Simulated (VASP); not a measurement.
# Sb (P4/mmm) in VASP: notebook

Sb is run at these levels: PBEsol; tasks: single point.

Program: VASP 6.6.1. These are calculated values, not measurements. Logs are shortened: lines on timing, memory, paths and dates and some standing lists are left out, and cuts for length are marked.

### 1 The cell of the first run

It takes space group P4/mmm (No. 123, tetragonal). Conventional cell: a = 3.160 Å, b = 3.160 Å, c = 3.065 Å, α = 90.00°, β = 90.00°, γ = 90.00°. Sb (site symmetry 4/mmm) has 6 Sb at 3.07 to 3.16 Å within 4.0 Å.

### 2 Single point, PBEsol (zz strain of -3 %)

Contents of INCAR:

```
SYSTEM = Sb
  PREC = Accurate
  ENCUT = 500
  EDIFF = 1E-6
  ISMEAR = -1
  SIGMA = 0.05
  LREAL = .False.
  LASPH = .True.
  NELM = 120
  ALGO = Normal
  ISIF = 2
  LWAVE = .False.
  LCHARG = .False.
  GGA = PS
  NBANDS = 8
  GGA_COMPAT = .False.
```

Contents of KPOINTS:

```
Automatic mesh
0
Gamma
  13 13 13
  0 0 0
```

Contents of POSCAR:

```
Sb
1.0
    3.1600000000      0.0000000000      0.0000000000
    0.0000000000      3.1600000000      0.0000000000
    0.0000000000      0.0000000000      3.0652000000
Sb
1
Direct
    0.0000000000      0.0000000000      0.0000000000
```

Potentials or basis: VASP PAW PBE potentials, release 64 (Sb).

The run is started by

```console
> cat potpaw_PBE.64/Sb/POTCAR > POTCAR
> mpirun -np 1 vasp_std > vasp.out
```

OUTCAR:

```text
SYSTEM = Sb
   PREC = Accurate
   ENCUT = 500
   EDIFF = 1E-6
   ISMEAR = -1
   LREAL = .False.
   LASPH = .True.
   NELM = 120
   ISIF = 2
   GGA = PS

 ion  position               nearest neighbor table
   1  0.000  0.000  0.000-

  LATTYP: Found a simple tetragonal cell.
 ALAT       =     3.1600000000
 C/A-ratio  =     0.9700000000

  Lattice vectors:

 A1 = (   3.1600000000,   0.0000000000,   0.0000000000)
 A2 = (   0.0000000000,   3.1600000000,   0.0000000000)
 A3 = (   0.0000000000,   0.0000000000,   3.0652000000)

Analysis of symmetry for initial positions (statically):
=====================================================================
 Subroutine PRICEL returns:
 Original cell was already a primitive cell.

 Routine SETGRP: Setting up the symmetry group for a
 simple tetragonal supercell.

 Subroutine GETGRP returns: Found 16 space group operations
 (whereof 16 operations were pure point group operations)
 out of a pool of 16 trial point group operations.

The static configuration has the point symmetry D_4h.

Analysis of symmetry for dynamics (positions and initial velocities):
=====================================================================
 Subroutine PRICEL returns:
 Original cell was already a primitive cell.

 Routine SETGRP: Setting up the symmetry group for a
 simple tetragonal supercell.

 Subroutine GETGRP returns: Found 16 space group operations
 (whereof 16 operations were pure point group operations)
 out of a pool of 16 trial point group operations.

The dynamic configuration has the point symmetry D_4h.

 Subroutine INISYM returns: Found 16 space group operations
 (whereof 16 operations are pure point group operations),
 and found     1 'primitive' translations

----------------------------------------------------------------------------------------

                                     Primitive cell

  volume of cell :      30.6079

  direct lattice vectors                    reciprocal lattice vectors
     3.160000000  0.000000000  0.000000000     0.316455696  0.000000000  0.000000000
     0.000000000  3.160000000  0.000000000     0.000000000  0.316455696  0.000000000
     0.000000000  0.000000000  3.065200000     0.000000000  0.000000000  0.326242986

  length of vectors
     3.160000000  3.160000000  3.065200000     0.316455696  0.316455696  0.326242986

  position of ions in fractional coordinates (direct lattice)
     0.000000000  0.000000000  0.000000000

  ion indices of the primitive-cell ions
   primitive index   ion index
                 1           1

----------------------------------------------------------------------------------------

 KPOINTS: Automatic mesh

Automatic generation of k-mesh.
 Grid dimensions read from file:
 generate k-points for:   13   13   13

 Generating k-lattice:

  Cartesian coordinates                     Fractional coordinates (reciprocal lattice)
     0.024342746  0.000000000  0.000000000     0.076923077  0.000000000  0.000000000
     0.000000000  0.024342746  0.000000000     0.000000000  0.076923077  0.000000000
     0.000000000  0.000000000  0.025095614     0.000000000  0.000000000  0.076923077

  Length of vectors
     0.024342746  0.024342746  0.025095614

  Shift w.r.t. Gamma in fractional coordinates (k-lattice)
     0.000000000  0.000000000  0.000000000

 Subroutine IBZKPT returns following result:
 ===========================================

 Found    196 irreducible k-points:

 Following reciprocal coordinates:
            Coordinates               Weight
  0.000000  0.000000  0.000000      1.000000
  0.076923  0.000000  0.000000      4.000000
  0.153846  0.000000  0.000000      4.000000
  0.230769  0.000000  0.000000      4.000000
  0.307692  0.000000  0.000000      4.000000
  0.384615  0.000000  0.000000      4.000000
[... 16 lines left out ...]
  0.307692  0.307692  0.000000      4.000000
  0.384615  0.307692  0.000000      8.000000
 [... further k-points ...]
   k-points           NKPTS =    196   k-points in BZ     NKDIM =    196   number of bands    NBANDS=      8
   number of dos      NEDOS =    301   number of ions     NIONS =      1
   total plane-waves  NPLWV =  13824
   dimension x,y,z NGX =    24 NGY =   24 NGZ =   24
   dimension x,y,z NGXF=    48 NGYF=   48 NGZF=   48
   ions per type =               1
   NGX,Y,Z   is equivalent  to a cutoff of  12.63, 12.63, 13.02 a.u.
   NGXF,Y,Z  is equivalent  to a cutoff of  25.25, 25.25, 26.03 a.u.
 SYSTEM =  Sb
   PREC   = accura    normal or accurate (medium, high low for compatibility)
   ISTART =      0    job   : 0-new  1-cont  2-samecut
   ICHARG =      2    charge: 1-file 2-atom 10-const
   ISPIN  =      1    spin polarized calculation?
   LNONCOLLINEAR =      F non collinear calculations
   LSORBIT =      F    spin-orbit coupling
   LASPH  =      T    aspherical Exc in radial PAW
   ENCUT  =  500.0 eV  36.75 Ry    6.06 a.u.   5.76  5.76  5.59*2*pi/ulx,y,z
   NELM   =    120;   NELMIN=  2; NELMDL= -5     # of ELM steps
   EDIFF  = 0.1E-05   stopping-criterion for ELM
   LREAL  =      F    real-space projection
   EDIFFG = 0.1E-04   stopping-criterion for IOM
   NSW    =      0    number of steps for IOM
   IBRION =     -1    ionic relax: 0-MD 1-quasi-New 2-CG
   NFREE  =      0    steps in history (QN), initial steepest desc. (CG)
   ISIF   =      2    stress and relaxation
   ISYM   =      2    0-nonsym 1-usesym 2-fastsym
   POTIM  = 0.5000    time-step for ionic-motion
   TEBEG  =    0.0;   TEEND  =   0.0 temperature during run
   PSTRESS=    0.0 pullay stress
   NELECT =       5.0000    total number of electrons
   NUPDOWN=      -1.0000    fix difference up-down
   EMIN   =  10.00;   EMAX   =-10.00  energy-range for DOS
[... 5 lines left out ...]
     AMIX     =   0.40;   BMIX     =  1.00
     AMIX_MAG =   1.60;   BMIX_MAG =  1.00
  volume/ion in A,a.u.               =      30.61       206.55
  Fermi-wavevector in a.u.,A,eV,Ry     =   0.894926  1.691165 10.896807  0.800893
  Thomas-Fermi vector in A             =   2.017193
   LORBIT       =      0    0 simple, 1 ext, 2 COOP (PROOUT), +10 PAW based schemes
   GGA     = PS    functional components
   LHFCALC =     F    Hartree Fock is set to
   AEXX    =    0.0000 exact exchange contribution
   IVDW    =     0    specifies the selected vdW correction
   LEPSILON=     F    determine dielectric tensor
   LRPA    =     F    only Hartree local field effects (RPA)
 non-spin polarized calculation
  energy-cutoff  :      500.00
  volume of cell :       30.61
 maximum number of plane-waves:       790
 NGX is ok and might be reduce to    24
   NGX = 11   NGY = 11   NGZ = 11

 number of electron       5.0000000 magnetization

 Free energy of the ion-electron system (eV)
  ---------------------------------------------------
  ext. energy  EPLUGINS =         0.00000000
  ---------------------------------------------------
  free energy    TOTEN  =        -4.51754028 eV

  energy without entropy =       -4.51431760  energy(sigma->0) =       -4.51592894

 E-fermi :   6.7128     XC(G=0):  -9.6449

 val. band max:        6.6849245561   @ k =   0.3077   0.0769   0.2308
 cond. band min:       6.7613233257   @ k =   0.3846   0.2308   0.0769
 fundamental gap:      0.0763987697
 Fermi energy:         6.7128258668

 k-point     1 :       0.0000    0.0000    0.0000
  band No.  band energies     occupation
      1      -5.5454      2.00000
      2       9.5821      0.00000
      3       9.5821      0.00000
      4      10.4321      0.00000
      5      13.3961      0.00000
      6      13.6163      0.00000
      7      14.8284      0.00000
      8      23.9694      0.00000

 k-point     2 :       0.0769    0.0000    0.0000
  band No.  band energies     occupation
      1      -5.4648      2.00000
      2       8.5872      0.00000
      3       9.6602      0.00000
      4      10.5108      0.00000
      5      13.5790      0.00000
      6      14.3161      0.00000
      7      15.1977      0.00000
      8      23.1382      0.00000

 k-point     3 :       0.1538    0.0000    0.0000
  band No.  band energies     occupation
      1      -5.2263      2.00000
      2       6.8185      0.21566
      3       9.8871      0.00000
      4      10.7399      0.00000
      5      13.7877      0.00000
      6      14.8308      0.00000
      7      16.9977      0.00000
      8      21.8168      0.00000

 k-point     4 :       0.2308    0.0000    0.0000
  band No.  band energies     occupation
      1      -4.8417      2.00000
      2       5.0417      2.00000
      3      10.2393      0.00000
      4      11.0953      0.00000
      5      14.1189      0.00000
      6      15.2210      0.00000
      7      19.1979      0.00000
      8      20.5057      0.00000

 k-point     5 :       0.3077    0.0000    0.0000
  band No.  band energies     occupation
      1      -4.3413      2.00000
      2       3.4457      2.00000
      3      10.6685      0.00000
      4      11.5286      0.00000
      5      14.5646      0.00000
      6      15.7236      0.00000
      7      19.3285      0.00000
      8      19.9278      0.00000

 k-point     6 :       0.3846    0.0000    0.0000
  band No.  band energies     occupation
      1      -3.8010      2.00000
      2       2.1570      2.00000
      3      11.0877      0.00000
      4      11.9522      0.00000
      5      15.0828      0.00000
      6      16.3490      0.00000
      7      18.3996      0.00000
      8      18.8742      0.00000

 k-point     7 :       0.4615    0.0000    0.0000
  band No.  band energies     occupation
      1      -3.4005      2.00000
      2       1.3777      2.00000
      3      11.3622      0.00000
      4      12.2300      0.00000
      5      15.5224      0.00000
      6      17.0045      0.00000
      7      17.8674      0.00000
      8      18.1630      0.00000

 k-point     8 :       0.0769    0.0769    0.0000
  band No.  band energies     occupation
      1      -5.3843      2.00000
      2       8.6181      0.00000
      3       8.7140      0.00000
      4      10.5897      0.00000
      5      14.2893      0.00000
      6      14.6038      0.00000
      7      15.4409      0.00000
      8      22.1069      0.00000

 k-point     9 :       0.1538    0.0769    0.0000
  band No.  band energies     occupation
      1      -5.1456      2.00000
      2       6.8956      0.05041
      3       8.8981      0.00000
      4      10.8189      0.00000
      5      14.5369      0.00000
      6      15.2288      0.00000
      7      17.0440      0.00000
      8      20.6488      0.00000

 k-point    10 :       0.2308    0.0769    0.0000
  band No.  band energies     occupation
      1      -4.7609      2.00000
      2       5.1198      2.00000
      3       9.2576      0.00000
      4      11.1745      0.00000
      5      14.8583      0.00000
      6      15.5831      0.00000
      7      18.7258      0.00000
      8      19.7950      0.00000
[... 78 lines left out ...]
 k-point    18 :       0.4615    0.1538    0.0000
  band No.  band energies     occupation
      1      -3.0766      2.00000
      2       1.6825      2.00000
      3       8.7754      0.00000
      4      12.5439      0.00000
      5      13.8241      0.00000
      6      16.8779      0.00000
      7      18.5147      0.00000
      8      18.8696      0.00000

 k-point    19 :       0.2308    0.2308    0.0000
  band No.  band energies     occupation
      1      -4.1359      2.00000
      2       5.5761      2.00000
      3       5.8686      2.00000
      4      11.7625      0.00000
      5      15.1084      0.00000
      6      15.9149      0.00000
      7      19.5239      0.00000
      8      20.4115      0.00000

 k-point    20 :       0.3077    0.2308    0.0000
  band No.  band energies     occupation
      1      -3.6332      2.00000
      2       4.1123      2.00000
      3       6.2000      1.99993
      4      12.1984      0.00000
      5      13.9093      0.00000
      6      16.2268      0.00000
      7      20.1511      0.00000
      8      20.5747      0.00000

 k-point    21 :       0.3846    0.2308    0.0000
  band No.  band energies     occupation
      1      -3.0889      2.00000
      2       2.8240      2.00000
      3       6.6767      1.34644
      4      12.6248      0.00000
      5      12.8274      0.00000
      6      16.7877      0.00000
      7      19.6835      0.00000
      8      19.7076      0.00000

 k-point    22 :       0.4615    0.2308    0.0000
  band No.  band energies     occupation
      1      -2.6838      2.00000
      2       2.0408      2.00000
      3       7.0132      0.00491
      4      12.1800      0.00000
      5      12.9046      0.00000
      6      17.3678      0.00000
      7      18.9477      0.00000
      8      19.1680      0.00000

 k-point    23 :       0.3077    0.3077    0.0000
  band No.  band energies     occupation
      1      -3.1275      2.00000
      2       4.4280      2.00000
      3       4.7461      2.00000
      4      12.5223      0.00000
      5      12.6353      0.00000
      6      16.6953      0.00000
      7      20.8515      0.00000
      8      21.0347      0.00000

 k-point    24 :       0.3846    0.3077    0.0000
  band No.  band energies     occupation
      1      -2.5781      2.00000
      2       3.2750      2.00000
      3       5.0759      2.00000
      4      11.4092      0.00000
      5      13.0620      0.00000
      6      17.2805      0.00000
      7      20.0632      0.00000
      8      20.2826      0.00000

 [... further k-points ...]
[... 5 lines left out ...]
  --------------------------------------------------------------------------------------
  -------------------------------------------------------------------------------------
  Total       -0.9453070     -0.9453070     -0.0660461      0.0000000     -0.0000000     -0.0000000
  in kB      -49.4823672    -49.4823672     -3.4572012      0.0000000     -0.0000000     -0.0000000
  external PRESSURE =     -34.1406452 kB  Pullay stress =       0.0000000 kB

 VOLUME and BASIS-vectors are now :
 -----------------------------------------------------------------------------
  energy-cutoff  :      500.00
  volume of cell :       30.61
      direct lattice vectors                 reciprocal lattice vectors
     3.160000000  0.000000000  0.000000000     0.316455696  0.000000000  0.000000000
     0.000000000  3.160000000  0.000000000     0.000000000  0.316455696  0.000000000
     0.000000000  0.000000000  3.065200000     0.000000000  0.000000000  0.326242986

 POSITION                                       TOTAL-FORCE (eV/Angst)
 -----------------------------------------------------------------------------------
      0.00000      0.00000      0.00000         0.000000      0.000000      0.000000
 -----------------------------------------------------------------------------------
    total drift:                               -0.000000      0.000000      0.000000

  FREE ENERGIE OF THE ION-ELECTRON SYSTEM (eV)
  ---------------------------------------------------
  free  energy   TOTEN  =        -4.5175402811 eV

  energy  without entropy=       -4.5143176036  energy(sigma->0) =       -4.51592894
```

Run time: 29 s. Hardware: 1 thread of AMD EPYC 7R13, shared host; peak memory 0.14 GiB.

Results:

```
Free energy : -4.5175 eV
Pressure    : -3.4 GPa
```

Levels at points of the mesh, in eV from the Fermi level:
```tsv
k point	band 1	band 2	band 3	band 4	band 5
(0.00, 0.00, 0.00)	-12.26	2.87	2.87	3.72	6.68
```

Caveat: the cell differs from its parent crystal (zz strain of -3 %); the PAW data sets were made with another functional, which shifts forces and pressure a little; spin-orbit coupling is left out, which moves the levels of the heavy elements.

### 3 Single point, PBEsol (zz strain of -1 %)

INCAR is that of step 2.

Contents of KPOINTS:

```
regular mesh
0
Gamma
  13 13 13
  0 0 0
```

POSCAR: that of step 2 with these lines changed.

```diff
@@ -4,3 +4,3 @@
     0.0000000000      3.1600000000      0.0000000000
-    0.0000000000      0.0000000000      3.0652000000
+    0.0000000000      0.0000000000      3.1284000000
 Sb
```

Potentials or basis: VASP PAW PBE potentials, release 64 (Sb).

The run is started by

```console
> cat potpaw_PBE.64/Sb/POTCAR > POTCAR
> mpirun -np 1 vasp_std > vasp.out
```

Wall time 32 s (1 thread of AMD EPYC 7R13, shared host); peak memory 0.14 GiB.

The run converged. Its results:

```yaml
Free_energy: -4.5099 eV
Pressure: -4.4 GPa
```

Stress tensor (GPa, compression positive):
```
-4.92  0.00  0.00
 0.00 -4.92  0.00
 0.00  0.00 -3.50
```

Levels at points of the mesh, in eV from the Fermi level:
```csv
k point,band 1,band 2,band 3,band 4,band 5,band 6,band 7
"(0.00, 0.00, 0.00)",-12.11,3.00,3.00,3.27,6.79,6.90,7.83
```

Caveat: the cell differs from its parent crystal (zz strain of -1 %); the PAW data sets were made with another functional, which shifts forces and pressure a little; spin-orbit coupling is left out, which moves the levels of the heavy elements.
